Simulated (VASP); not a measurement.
Input of a VASP 6.6.1 run:

INCAR

```
SYSTEM = Ni2Ge
PREC = Accurate
ENCUT = 520
EDIFF = 1E-6
ISMEAR = 0
SIGMA = 0.1
LREAL = .FALSE.
LASPH = .TRUE.
NELM = 60
ALGO = Fast
ISIF = 2
LWAVE = .FALSE.
LCHARG = .TRUE.
GGA = PS
LELF = .TRUE.
LVHAR = .TRUE.
NBANDS = 43
```

File KPOINTS:

```
regular mesh
0
G
  12 12 8
  0 0 0
```

The input POSCAR:

```
Ni2Ge
1.0
    4.0116824687      0.0000000000      0.0000000000
   -2.0058412343      3.4312211707      0.0000000000
    0.0000000000      0.0000000000      5.0015242810
Ni Ge
4 2
Direct
    0.6666666667      0.3333333333      0.2500000000
    0.3333333333      0.6666666667      0.7500000000
    0.0000000000      0.0000000000      0.0000000000
    0.0000000000      0.0000000000      0.5000000000
    0.6666666667      0.3333333333      0.7500000000
    0.3333333333      0.6666666667      0.2500000000
```

Potentials or basis: VASP PAW PBE potentials, release 64 (Ni, Ge_d).

Run with:

```console
$ cat potpaw_PBE.64/Ni/POTCAR potpaw_PBE.64/Ge_d/POTCAR > POTCAR
$ mpirun -np 1 vasp_std > vasp.out
```

(1) What does it give for the band gap on the k mesh?

(2) Estimate the pressure.

Results:

(1) zero (bands 34 and 35 overlap by 2.70 eV).

(2) -1.1 GPa.

Caveat: the cell differs from its parent crystal (uniaxial strain along a: +1.0 %); the PAW data sets were made with another functional, which shifts forces and pressure a little.
